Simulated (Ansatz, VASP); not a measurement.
LiNbO3: VASP beside Ansatz

The input INCAR:

```
SYSTEM = LiNbO3
PREC = Accurate
ENCUT = 520
EDIFF = 1E-7
ISMEAR = -1
SIGMA = 0.02
LREAL = .FALSE.
LASPH = .TRUE.
NELM = 60
ALGO = Normal
ISIF = 2
LWAVE = .FALSE.
LCHARG = .FALSE.
GGA = PE
NBANDS = 45
```

The input KPOINTS:

```
regular mesh
0
G
  6 6 6
  0 0 0
```

POSCAR

```
LiNbO3
1.0
    2.5922312680      1.4966254204      4.5630037653
   -2.5922312680      1.4966254204      4.5630037653
    0.0000000000     -2.9932508408      4.5630037653
Li Nb O
2 2 6
Direct
    0.2500000000      0.2500000000      0.2500000000
    0.7500000000      0.7500000000      0.7500000000
    0.5000000000      0.5000000000      0.5000000000
    0.0000000000      0.0000000000      0.0000000000
    0.1284580543      0.3715419457      0.7500000000
    0.3715419457      0.7500000000      0.1284580543
    0.8715419457      0.6284580543      0.2500000000
    0.2500000000      0.8715419457      0.6284580543
    0.6284580543      0.2500000000      0.8715419457
    0.7500000000      0.1284580543      0.3715419457
```

Input for Ansatz:

```yaml
crystal:
  lattice:
    - [2.592231268, 1.4966254204, 4.5630037653]
    - [-2.592231268, 1.4966254204, 4.5630037653]
    - [0.0, -2.9932508408, 4.5630037653]
  atoms:
    - { symbol: Li, position: [0.25, 0.25, 0.25] }
    - { symbol: Li, position: [0.75, 0.75, 0.75] }
    - { symbol: Nb, position: [0.5, 0.5, 0.5] }
    - { symbol: Nb, position: [0.0, 0.0, 0.0] }
    - { symbol: O, position: [0.1284580543, 0.3715419457, 0.75] }
    - { symbol: O, position: [0.3715419457, 0.75, 0.1284580543] }
    - { symbol: O, position: [0.8715419457, 0.6284580543, 0.25] }
    - { symbol: O, position: [0.25, 0.8715419457, 0.6284580543] }
    - { symbol: O, position: [0.6284580543, 0.25, 0.8715419457] }
    - { symbol: O, position: [0.75, 0.1284580543, 0.3715419457] }
kpoints:
  mp_grid: { grid: [6, 6, 6] }
  band_path:
    path:
      - [[0.0, 0.0, 0.0], [0.5, 0.5, 0.5], [0.7616144825819, 0.2383855174181, 0.5]]
      - [[0.5, -0.2383855174181, 0.2383855174181], [0.5, 7.422252264125e-17, 5.034213270194e-17], [0.0, 0.0, 0.0], [0.3691927587091, -0.3691927587091, -6.631588506809e-18]]
      - [[0.6308072412909, 1.080477634252e-16, 0.3691927587091], [0.5, 5.587348546391e-17, 0.5], [0.0, 0.0, 0.0]]
    npoints: 10
hamiltonian:
  xc: pbe
scf:
  occupations: { method: fermi_dirac, width: 0.02 }
  n_extra_bands: 6
output:
  forces: true
  stress: true
  eigenvalues: true
```

Alike in both runs: task single point; functional PBE; k mesh 6 × 6 × 6; occupations fermi-dirac, width 0.02 eV; no spin polarisation.

|  | VASP | Ansatz |
| --- | --- | --- |
| version | VASP 6.6.1 | Ansatz 0.2.0 |
| potentials or method | VASP PAW PBE potentials, release 64 (Li_sv, Nb_sv, O) | plane waves, PAW |
| plane-wave cutoff (eV) | 520 | 420 |
| valence electrons in the cell | 68 | 68 |

|  | VASP | Ansatz | Ansatz less VASP |
| --- | --- | --- | --- |
| gap on the k mesh at the Fermi level (eV) | 2.57 | 2.58 | +0.017 |
| rms of the force components (eV/Å) | 0.029 | 0.039 | +0.0102 |

Atom by atom the forces differ by 0.010 eV/Å (rms over components). The functional is the same, so the differences come from potentials, cutoffs and numerics.

Noted on VASP's run: the cutoff is under 1.25 times that of the potentials, so the pressure is a little rough.
